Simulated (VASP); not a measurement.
# ZnS: single point with PBEsol

ZnS:

```
CELL_PARAMETERS angstrom
3.73036 0.00000 0.00000
-1.86518 3.23059 0.00000
0.00000 0.00000 6.12484
ATOMIC_POSITIONS crystal
Zn 0.33333 0.66667 0.01752
Zn 0.66667 0.33333 0.51752
S 0.33333 0.66667 0.37956
S 0.66667 0.33333 0.87956
```

```yaml
Program: VASP 6.6.1
Task: single point
Functional: PBEsol
Potentials_or_basis: VASP PAW PBE potentials, release 64 (Zn, S)
Cutoff: 520 eV
k_mesh: 9 × 9 × 6
Occupations: gaussian, width 0.05 eV
Spin: no spin polarisation
```

The pressure is 3.9 GPa and the largest force is 0.606 eV/Å. The band gap on the k mesh is 2.31 eV, direct.

Forces in eV/Å, atoms in the order of the input:
```
Zn   0.000  0.000 -0.606
Zn   0.000  0.000 -0.606
S    0.000  0.000  0.606
S    0.000  0.000  0.606
```

Stress tensor (GPa, compression positive):
```
2.26 0.00 0.00
0.00 2.26 0.00
0.00 0.00 7.25
```

Levels at points of the mesh, in eV from the valence-band top:
```tsv
k point	band 15	band 16	band 17	band 18	band 19	band 20	band 21	band 22
(0.00, 0.00, 0.00)	-1.08	-0.21	0.00	0.00	2.31	3.19	6.16	6.16
(0.00, 0.00, 0.50)	-0.57	-0.57	-0.57	-0.57	3.65	3.65	6.67	6.67
```

Run time: 41 s on 1 thread of Intel(R) Xeon(R) 6975P-C (Granite Rapids), with other jobs on the host, peak memory 0.22 GiB.

Caveat: the PAW data sets were made with another functional, which shifts forces and pressure a little.
